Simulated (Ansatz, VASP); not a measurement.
One calculation of BaTiO3, two programs

```xyz
5
Lattice="3.9998 0.0000 0.0000 0.0000 3.9998 0.0000 0.0000 0.0000 4.0180" Properties=species:S:1:pos:R:3 pbc="T T T"
Ba    0.0000    0.0000    0.0000
Ti    1.9999    1.9999    1.9512
O     1.9999    1.9999    0.1019
O     1.9999    0.0000    2.0734
O     0.0000    1.9999    2.0734
```

Alike in both runs: functional PBE; k mesh 6 × 6 × 6; no spin polarisation.

Ansatz relaxed the structure, and its values are those at the end. VASP's run is a single point on that final structure, the one shown.

|  | VASP | Ansatz |
| --- | --- | --- |
| version | VASP 6.6.1 | Ansatz 0.2.0 |
| potentials or method | VASP PAW PBE potentials, release 64 (Ba_sv, Ti_sv, O), cutoff 600 eV | plane waves, PAW |
| occupations | gaussian, width 0.01 eV | fixed |
| valence electrons in the cell | 40 | 40 |

VASP gave:

| Item | Value |
| --- | --- |
| gap on the k mesh at the Fermi level (eV) | 1.79 |
| rms of the force components (eV/Å) | 0.021 |

Problem. Which values does Ansatz return?

Solution. gap on the k mesh at the Fermi level (eV): 1.86; rms of the force components (eV/Å): 0.001.

Neither program's run includes spin-orbit coupling.
